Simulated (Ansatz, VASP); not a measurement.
**V: VASP beside Ansatz**

File INCAR:

```
SYSTEM = V
PREC = Accurate
ENCUT = 600
EDIFF = 1E-6
ISMEAR = 0
SIGMA = 0.1
LREAL = .FALSE.
LASPH = .TRUE.
NELM = 100
ALGO = Normal
ISIF = 3
LWAVE = .FALSE.
LCHARG = .FALSE.
GGA = PE
IBRION = 2
NSW = 90
EDIFFG = -0.04
```

KPOINTS

```
Automatic mesh
0
G
  6 6 6
  0 0 0
```

POSCAR

```
V
1.0
    1.5721831129      0.9077003434      3.7646927216
   -1.5721831129      0.9077003434      3.7646927216
    0.0000000000     -1.8154006869      3.7646927216
V
2
Direct
    0.0577000000      0.0577000000      0.0577000000
    0.9423000000      0.9423000000      0.9423000000
```

Input for Ansatz:

```yaml
crystal:
  lattice:
    - [1.5721831129, 0.9077003434, 3.7646927216]
    - [-1.5721831129, 0.9077003434, 3.7646927216]
    - [0.0, -1.8154006869, 3.7646927216]
  atoms:
    - { symbol: V, position: [0.0577, 0.0577, 0.0577] }
    - { symbol: V, position: [0.9423, 0.9423, 0.9423] }
basis:
  ecutwfc: 420
kpoints:
  mp_grid: { grid: [6, 6, 6] }
hamiltonian:
  xc: pbe
scf:
  occupations: { method: gaussian, width: 0.1 }
  lower_state_search: "off"
output:
  forces: true
  stress: true
  eigenvalues: true
relax:
  adjacent_minimum: "off"
  f_tol: 0.04
  max_steps: 70
  cell: { stress_tol: 0.4 }
```

Alike in both runs: task relaxation of cell and atoms; functional PBE; k mesh 6 × 6 × 6; occupations gaussian, width 0.1 eV; no spin polarisation.

```csv
,VASP,Ansatz
version,VASP 6.6.1,Ansatz 0.2.0
potentials or method,"VASP PAW PBE potentials, release 64 (V_sv), cutoff 600 eV","scalar-relativistic, plane waves, PAW"
valence electrons in the cell,26,26
```

```csv
,VASP,Ansatz,Ansatz less VASP
"gap on the k mesh at the Fermi level, each at its own relaxed structure (eV)",none,none,-
relaxed volume (Å³/atom),14.03,13.97,-0.054
relaxed length of the cell vector where the two differ most in proportion (Å),4.535,4.529,-0.0060
```

A gap of «none» marks a metal or a gap that the smearing closes.

The k mesh is coarse, so the values compare programs but aren't converged.
